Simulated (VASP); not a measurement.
Set up this calculation in VASP 6.6.1, as the native input.

```
Task                   : relaxation of volume and atoms at fixed shape
Functional             : LDA
Potentials or basis    : VASP PAW LDA potentials, release 64 (Fe)
Cutoff                 : 600 eV
k mesh                 : 12 × 12 × 12
Occupations            : fermi-dirac, width 0.05 eV
Spin                   : collinear spin, ferromagnetic start
Starting moments       : [3.5] μB
Dipole correction      : no
Further INCAR settings : ALGO = Normal; EDIFF = 1e-06; IBRION = 2; EDIFFG = -0.02; NSW = 80; ISIF = 8
```

The structure of Fe lies in POSCAR:

```
Fe
1.0
   -1.4430000000      1.4430000000      1.4430000000
    1.4430000000     -1.4430000000      1.4430000000
    1.4430000000      1.4430000000     -1.4430000000
Fe
1
Direct
    0.0000000000      0.0000000000      0.0000000000
```

The input as run:

INCAR

```
SYSTEM = Fe
PREC = Accurate
ENCUT = 600
EDIFF = 1E-6
ISMEAR = -1
SIGMA = 0.05
LREAL = .False.
LASPH = .True.
NELM = 150
ALGO = Normal
ISIF = 8
LWAVE = .False.
LCHARG = .False.
ISPIN = 2
MAGMOM = 3.5
LORBIT = 11
LMAXMIX = 4
GGA = CA
IBRION = 2
NSW = 80
EDIFFG = -0.02
```

KPOINTS

```
regular mesh
0
Gamma
  12 12 12
  0 0 0
```

Potentials or basis: VASP PAW LDA potentials, release 64 (Fe).

Launch:

```console
$ cat potpaw_LDA.64/Fe/POTCAR > POTCAR
$ mpirun -np 1 vasp_std > vasp.out
```

Results of the run:

The relaxed volume is 10.37 Å³/atom, the relaxed cell is a = 2.379 Å, b = 2.379 Å, c = 2.379 Å, α = 109.47°, β = 109.47°, γ = 109.47° and the space group after relaxing (to 0.05 Å) is Im-3m (No. 229). The energy gained by relaxing is 158.3 meV/atom. The ionic steps are 4 and the pressure after relaxing is -0.3 GPa. The net moment is 1.95 μB per cell. The site moments are Fe +1.92 μB. The valence electrons inside the program's atomic spheres are Fe 7.49.

Caveat: the volume moved by -14 % from the deposited cell, more than functionals usually miss.

Run time: 97 s on 1 thread of AMD EPYC 7571 (shared host), peak memory 0.11 GiB.
